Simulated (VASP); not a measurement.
# Pt in VASP: single point with PBE+D3(BJ)

Aim: the single point of Pt with PBE+D3(BJ).

Everything below comes from runs of VASP 6.6.1. Logs are shortened: lines on timing, memory, paths and dates and some standing lists are left out, and cuts for length are marked.

### Step 1. The cell of the first run

The cell holds a slab with vacuum, 16 atoms: a = 5.556 Å, b = 5.556 Å, c = 24.533 Å, α = 90.00°, β = 90.00°, γ = 90.00°.

### Step 2. Single point, PBE+D3(BJ)

Contents of INCAR:

```
SYSTEM = Pt
PREC     = Accurate       ! precision mode
ENCUT    = 520            ! plane-wave cutoff, eV
EDIFF    = 1E-6           ! SCF threshold, eV
ISMEAR   = 0              ! smearing method
SIGMA    = 0.1            ! smearing width, eV
LREAL    = Auto         
LASPH    = .True.         ! aspherical terms in the spheres
NELM     = 100            ! most SCF steps
ALGO     = Normal         ! electronic algorithm
ISIF     = 2              ! what is computed and relaxed
LWAVE    = .False.        ! write WAVECAR
LCHARG   = .False.        ! write CHGCAR
LDIPOL   = .True.       
IDIPOL   = 3            
DIPOL    = 0.5 0.5 0.447
GGA      = PE             ! functional
IVDW     = 12             ! dispersion correction
NBANDS   = 94             ! bands
```

Contents of KPOINTS:

```
regular mesh
0
Gamma
  4 4 1
  0 0 0
```

Contents of POSCAR:

```
Pt
1.0
    5.5557316929      0.0000000000      0.0000000000
    0.0000000000      5.5557316929      0.0000000000
    0.0000000000      0.0000000000     24.5333433317
Pt
16
Direct
    0.2500000000      0.2500000000      0.3260868236
    0.2500000000      0.7500000000      0.3260868236
    0.7500000000      0.2500000000      0.3260868236
    0.7500000000      0.7500000000      0.3260868236
    0.5000000000      0.5000000000      0.4061512384
    0.5000000000      0.0000000000      0.4061512384
    0.0000000000      0.5000000000      0.4061512384
    0.0000000000      0.0000000000      0.4061512384
    0.7513854380      0.7499331556      0.4843548616
    0.7520242595      0.2499165014      0.4869795059
    0.2517921530      0.7499104716      0.4856027779
    0.2503158356      0.2499489269      0.4860414899
    0.0017491192     -0.0013748084      0.5691341750
    0.0016127159      0.5004681153      0.5691761537
    0.5038222019     -0.0038022996      0.5685024618
    0.5039121381      0.5033734713      0.5685485709
```

Potentials or basis: VASP PAW PBE potentials, release 64 (Pt).

The run is started by

```bash
> cat potpaw_PBE.64/Pt/POTCAR > POTCAR
> mpirun -np 1 vasp_std > vasp.out
```

OUTCAR:

```text
SYSTEM = Pt
   PREC = Accurate
   ENCUT = 520
   EDIFF = 1E-6
   ISMEAR = 0
   LREAL = Auto
   LASPH = .True.
   NELM = 100
   ISIF = 2
   GGA = PE
   IVDW = 12
 IVDW          = 12

 ion  position               nearest neighbor table
   1  0.250  0.250  0.326-   5 2.78   6 2.78   7 2.78   8 2.78   2 2.78   3 2.78   2 2.78   3 2.78

   2  0.250  0.750  0.326-   5 2.78   6 2.78   7 2.78   8 2.78   1 2.78   4 2.78   1 2.78   4 2.78

   3  0.750  0.250  0.326-   5 2.78   6 2.78   7 2.78   8 2.78   1 2.78   4 2.78   4 2.78   1 2.78
[... 23 lines left out ...]
  15  0.504  0.996  0.569-  16 2.74  13 2.77  13 2.79  10 2.81  16 2.82  11 2.82   9 2.83  12 2.84

  16  0.504  0.503  0.569-  15 2.74  14 2.77  14 2.79  10 2.81  15 2.82  11 2.82   9 2.83  12 2.84

  LATTYP: Found a simple tetragonal cell.
 ALAT       =     5.5557316929
 C/A-ratio  =     4.4158617960

  Lattice vectors:

 A1 = (   5.5557316929,   0.0000000000,   0.0000000000)
 A2 = (   0.0000000000,   5.5557316929,   0.0000000000)
 A3 = (   0.0000000000,   0.0000000000,  24.5333433317)

Analysis of symmetry for initial positions (statically):
=====================================================================
 Subroutine PRICEL returns:
 Original cell was already a primitive cell.

 Routine SETGRP: Setting up the symmetry group for a
 simple tetragonal supercell.

 Subroutine GETGRP returns: Found  1 space group operations
 (whereof  1 operations were pure point group operations)
 out of a pool of 16 trial point group operations.

The static configuration has the point symmetry C_1 .

Analysis of symmetry for dynamics (positions and initial velocities):
=====================================================================
 Subroutine PRICEL returns:
 Original cell was already a primitive cell.

 Routine SETGRP: Setting up the symmetry group for a
 simple tetragonal supercell.

 Subroutine GETGRP returns: Found  1 space group operations
 (whereof  1 operations were pure point group operations)
 out of a pool of 16 trial point group operations.

The dynamic configuration has the point symmetry C_1 .

 Subroutine INISYM returns: Found  1 space group operations
 (whereof  1 operations are pure point group operations),
 and found     1 'primitive' translations

----------------------------------------------------------------------------------------

                                     Primitive cell

  volume of cell :     757.2500

  direct lattice vectors                    reciprocal lattice vectors
     5.555731693  0.000000000  0.000000000     0.179994293  0.000000000  0.000000000
     0.000000000  5.555731693  0.000000000     0.000000000  0.179994293  0.000000000
     0.000000000  0.000000000 24.533343332     0.000000000  0.000000000  0.040760853

  length of vectors
     5.555731693  5.555731693 24.533343332     0.179994293  0.179994293  0.040760853

  position of ions in fractional coordinates (direct lattice)
     0.250000000  0.250000000  0.326086824
     0.250000000  0.750000000  0.326086824
     0.750000000  0.250000000  0.326086824
     0.750000000  0.750000000  0.326086824
     0.500000000  0.500000000  0.406151238
     0.500000000  0.000000000  0.406151238
[... 8 lines left out ...]
     0.503822202  0.996197700  0.568502462
     0.503912138  0.503373471  0.568548571

  ion indices of the primitive-cell ions
   primitive index   ion index
                 1           1
                 2           2
                 3           3
                 4           4
                 5           5
                 6           6
[... 8 lines left out ...]
                15          15
                16          16

----------------------------------------------------------------------------------------

 KPOINTS: regular mesh

Automatic generation of k-mesh.
 Grid dimensions read from file:
 generate k-points for:    4    4    1

 Generating k-lattice:

  Cartesian coordinates                     Fractional coordinates (reciprocal lattice)
     0.044998573  0.000000000  0.000000000     0.250000000  0.000000000  0.000000000
     0.000000000  0.044998573  0.000000000     0.000000000  0.250000000  0.000000000
     0.000000000  0.000000000  0.040760853     0.000000000  0.000000000  1.000000000

  Length of vectors
     0.044998573  0.044998573  0.040760853

  Shift w.r.t. Gamma in fractional coordinates (k-lattice)
     0.000000000  0.000000000  0.000000000

 Subroutine IBZKPT returns following result:
 ===========================================

 Found     10 irreducible k-points:

 Following reciprocal coordinates:
            Coordinates               Weight
  0.000000  0.000000  0.000000      1.000000
  0.250000  0.000000  0.000000      2.000000
  0.000000  0.250000  0.000000      2.000000
  0.500000  0.000000  0.000000      1.000000
  0.000000  0.500000  0.000000      1.000000
  0.250000  0.250000  0.000000      2.000000
 -0.250000  0.250000  0.000000      2.000000
  0.500000  0.250000  0.000000      2.000000
 -0.250000  0.500000  0.000000      2.000000
  0.500000  0.500000  0.000000      1.000000
   k-points           NKPTS =     10   k-points in BZ     NKDIM =     10   number of bands    NBANDS=     94
   number of dos      NEDOS =    301   number of ions     NIONS =     16
   total plane-waves  NPLWV = 338688
   dimension x,y,z NGX =    42 NGY =   42 NGZ =  192
   dimension x,y,z NGXF=    84 NGYF=   84 NGZF=  384
   ions per type =              16
   NGX,Y,Z   is equivalent  to a cutoff of  12.57, 12.57, 13.01 a.u.
   NGXF,Y,Z  is equivalent  to a cutoff of  25.14, 25.14, 26.02 a.u.
 SYSTEM =  Pt
   PREC   = accura    normal or accurate (medium, high low for compatibility)
   ISTART =      0    job   : 0-new  1-cont  2-samecut
   ICHARG =      2    charge: 1-file 2-atom 10-const
   ISPIN  =      1    spin polarized calculation?
   LNONCOLLINEAR =      F non collinear calculations
   LSORBIT =      F    spin-orbit coupling
   LASPH  =      T    aspherical Exc in radial PAW
   ENCUT  =  520.0 eV  38.22 Ry    6.18 a.u.  10.33 10.33 45.62*2*pi/ulx,y,z
   NELM   =    100;   NELMIN=  2; NELMDL= -5     # of ELM steps
   EDIFF  = 0.1E-05   stopping-criterion for ELM
   LREAL  =      T    real-space projection
   EDIFFG = 0.1E-04   stopping-criterion for IOM
   NSW    =      0    number of steps for IOM
   IBRION =     -1    ionic relax: 0-MD 1-quasi-New 2-CG
   NFREE  =      0    steps in history (QN), initial steepest desc. (CG)
   ISIF   =      2    stress and relaxation
   ISYM   =      2    0-nonsym 1-usesym 2-fastsym
   POTIM  = 0.5000    time-step for ionic-motion
   TEBEG  =    0.0;   TEEND  =   0.0 temperature during run
   PSTRESS=    0.0 pullay stress
   NELECT =     160.0000    total number of electrons
   NUPDOWN=      -1.0000    fix difference up-down
   EMIN   =  10.00;   EMAX   =-10.00  energy-range for DOS
   EFERMI =   0.00;   METHOD = LEGACY
   ISMEAR =     0;   SIGMA  =   0.10  broadening in eV -4-tet -1-fermi 0-gaus
   EFERMI_NEDOS =   21; number of points for ismear=-14 and -15
   IALGO  =     38    algorithm
   IMIX   =      4    mixing-type and parameters
     AMIX     =   0.40;   BMIX     =  1.00
     AMIX_MAG =   1.60;   BMIX_MAG =  1.00
  volume/ion in A,a.u.               =      47.33       319.39
  Fermi-wavevector in a.u.,A,eV,Ry     =   0.975068  1.842612 12.935852  0.950758
  Thomas-Fermi vector in A             =   2.105578
   LORBIT       =      0    0 simple, 1 ext, 2 COOP (PROOUT), +10 PAW based schemes
   GGA     = PE    functional components
   LHFCALC =     F    Hartree Fock is set to
   AEXX    =    0.0000 exact exchange contribution
   IVDW    =    12    specifies the selected vdW correction
   LEPSILON=     F    determine dielectric tensor
   LRPA    =     F    only Hartree local field effects (RPA)
 non-spin polarized calculation
 Gauss-broadening in eV      SIGMA  =   0.10
  energy-cutoff  :      520.00
  volume of cell :      757.25
 maximum number of plane-waves:     20455
 NGX is ok and might be reduce to    42
   NGX = 21   NGY = 21   NGZ = 91

 dipolmoment           0.000000      0.000000     -0.003907 electrons x Angstroem

 number of electron     160.0000023 magnetization

 dipolmoment           0.000000      0.000000      0.002910 electrons x Angstroem

 Free energy of the ion-electron system (eV)
  ---------------------------------------------------
  ext. energy  EPLUGINS =         0.00000000
  ---------------------------------------------------
  free energy    TOTEN  =       -90.34961836 eV

  energy without entropy =      -90.19905455  energy(sigma->0) =      -90.27433646

 E-fermi :  -0.2587     XC(G=0):  -5.1220

 val. band max:       -0.2900865514   @ k =   0.0000   0.2500   0.0000
 cond. band min:      -0.2181086932   @ k =   0.2500   0.2500   0.0000
 fundamental gap:      0.0719778582
 Fermi energy:        -0.2586935988

 k-point     1 :       0.0000    0.0000    0.0000
  band No.  band energies     occupation
      1      -9.5840      2.00000
      2      -7.7726      2.00000
      3      -6.9724      2.00000
      4      -6.9702      2.00000
      5      -6.9238      2.00000
      6      -6.9222      2.00000
[... 939 lines left out ...]
     91       1.5777      0.00000
     92       1.6100      0.00000
 [bands above 92 left out]

------------------------ aborting loop because EDIFF is reached ----------------------------------------

 vacuum level on the upper side and lower side of the slab       (xc-potential included)        -0.164        -0.174

 Edisp (eV)   -8.66491

 E8    (eV) :    -4.1346

  FORCE on cell =-STRESS in cart. coord.  units (eV):
  Direction    XX          YY          ZZ          XY          YZ          ZX
  --------------------------------------------------------------------------------------
  -------------------------------------------------------------------------------------
  Total     -16.77260   -16.71082   -10.79735     0.00039     0.01934    -0.17145
  in kB     -35.48719   -35.35649   -22.84487     0.00082     0.04092    -0.36275
  external pressure =      -31.23 kB  Pullay stress =        0.00 kB

 VOLUME and BASIS-vectors are now :
 -----------------------------------------------------------------------------
  energy-cutoff  :      520.00
  volume of cell :      757.25
      direct lattice vectors                 reciprocal lattice vectors
     5.555731693  0.000000000  0.000000000     0.179994293  0.000000000  0.000000000
     0.000000000  5.555731693  0.000000000     0.000000000  0.179994293  0.000000000
     0.000000000  0.000000000 24.533343332     0.000000000  0.000000000  0.040760853

 POSITION                                       TOTAL-FORCE (eV/Angst)
 -----------------------------------------------------------------------------------
      1.38893      1.38893      8.00000        -0.000680      0.000267      0.422470
      1.38893      4.16680      8.00000        -0.007236     -0.000072      0.334650
      4.16680      1.38893      8.00000        -0.008121      0.000035      0.379260
      4.16680      4.16680      8.00000         0.001094      0.000166      0.364161
      2.77787      2.77787      9.96425         0.004072     -0.114221     -0.244145
      2.77787      0.00000      9.96425         0.003749      0.113534     -0.244788
[... 8 lines left out ...]
      2.79910      5.53461     13.94727        -0.065578      0.119645     -0.758996
      2.79960      2.79661     13.94840        -0.068410     -0.116757     -0.765983
 -----------------------------------------------------------------------------------
    total drift:                                0.002160      0.002272     -0.006046

  FREE ENERGIE OF THE ION-ELECTRON SYSTEM (eV)
  ---------------------------------------------------
  free  energy   TOTEN  =       -99.0145245540 eV

  energy  without entropy=      -98.8639607424  energy(sigma->0) =      -98.93924265

 vacuum level on the upper side and lower side of the slab         5.163         5.149
```

Wall time 32 min (1 thread of Intel Xeon 6975P-C (Granite Rapids), shared host); peak memory 0.9 GiB.

Results:

| Item | Value |
| --- | --- |
| Free energy | -99.0145 eV |
| Largest force | 0.917 eV/Å |
| Band gap on the k mesh | zero (band 80 reaches -0.02 eV, above the bottom of band 81 at -0.47 eV) |
| Dispersion energy per atom | -0.542 eV |

Forces on the atoms (eV/Å):
```
Pt  -0.001  0.000  0.422
Pt  -0.007  0.000  0.335
Pt  -0.008  0.000  0.379
Pt   0.001  0.000  0.364
Pt   0.004 -0.114 -0.244
Pt   0.004  0.114 -0.245
Pt   0.034 -0.086 -0.242
Pt   0.034  0.084 -0.243
Pt   0.050 -0.004  0.916
Pt  -0.075  0.000  0.404
Pt  -0.081 -0.002  0.707
Pt   0.089 -0.002  0.617
Pt   0.042 -0.003 -0.819
Pt   0.049  0.011 -0.825
Pt  -0.066  0.120 -0.759
Pt  -0.068 -0.117 -0.766
```

Caveat: spin-orbit coupling is left out, which moves the levels of the heavy elements.
